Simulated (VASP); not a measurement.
Crystal: Al.

```
Al
1.0
    -3.63301    3.63301    2.17254
     3.63301   -3.63301    2.17254
     3.63301    3.63301   -2.17254
Al
6
Direct
  0.50000 0.50000 0.00000
  0.25000 0.75000 0.50000
  0.82518 0.62500 0.70018
  0.92482 0.12500 0.29982
  0.37500 0.17482 0.29982
  0.87500 0.07518 0.70018
```

The cell was generated, and may not be a known phase.

* Program: VASP 6.6.1
* Task: relaxation of cell and atoms
* Functional: PBE
* Potentials or basis: VASP PAW PBE potentials, release 64 (Al)
* Cutoff: 600 eV
* k mesh: 6 × 6 × 6
* Occupations: gaussian, width 0.1 eV
* Spin: no spin polarisation

At the start: pressure 16.9 GPa; volume 19.12 Å³/atom.

Q: How do energy, volume and symmetry change on relaxing?

A: Over 13 steps the energy falls by 399.8 meV/atom and the volume is 22.33 Å³/atom (+16.8 %); space group I4_122 (No. 98, to 0.1 Å) before, I4_1/amd (No. 141, to 0.1 Å).

The path:
| step | energy change (eV) | largest force (eV/Å) | pressure (GPa) | volume (Å³) |
| --- | --- | --- | --- | --- |
| 1 | 0.0000 | 3.0136 | 16.91 | 114.70 |
| 2 | -1.7940 | 0.4051 | -3.84 | 151.55 |
| 3 | -1.8697 | 0.6720 | -1.56 | 143.43 |
| 4 | -1.9929 | 0.5895 | -0.96 | 139.95 |
| 5 | -2.2067 | 0.3734 | 1.77 | 129.78 |
| 6 | -2.2152 | 0.2731 | 3.11 | 126.51 |
| 7 | -2.2865 | 0.1324 | 2.32 | 127.94 |
| 8 | -2.3620 | 0.0664 | 1.15 | 130.73 |
| 9 | -2.3697 | 0.1344 | 0.74 | 132.01 |
| 10 | -2.3845 | 0.0969 | 0.17 | 133.39 |
| 11 | -2.3920 | 0.0473 | -0.57 | 135.33 |
| 12 | -2.3979 | 0.0258 | -0.21 | 134.39 |
| 13 | -2.3986 | 0.0182 | -0.04 | 133.96 |

Final structure:
```
CELL_PARAMETERS angstrom
-4.02604 4.02604 2.06615
4.02604 -4.02604 2.06615
4.02604 4.02604 -2.06615
ATOMIC_POSITIONS crystal
Al 0.50000 0.50000 0.00000
Al 0.25000 0.75000 0.50000
Al 0.87686 0.62500 0.75186
Al 0.87314 0.12500 0.24814
Al 0.37500 0.12314 0.24814
Al 0.87500 0.12686 0.75186
```

Caveat: the volume moved by over 15 % at a fixed basis, so the end points are rough.
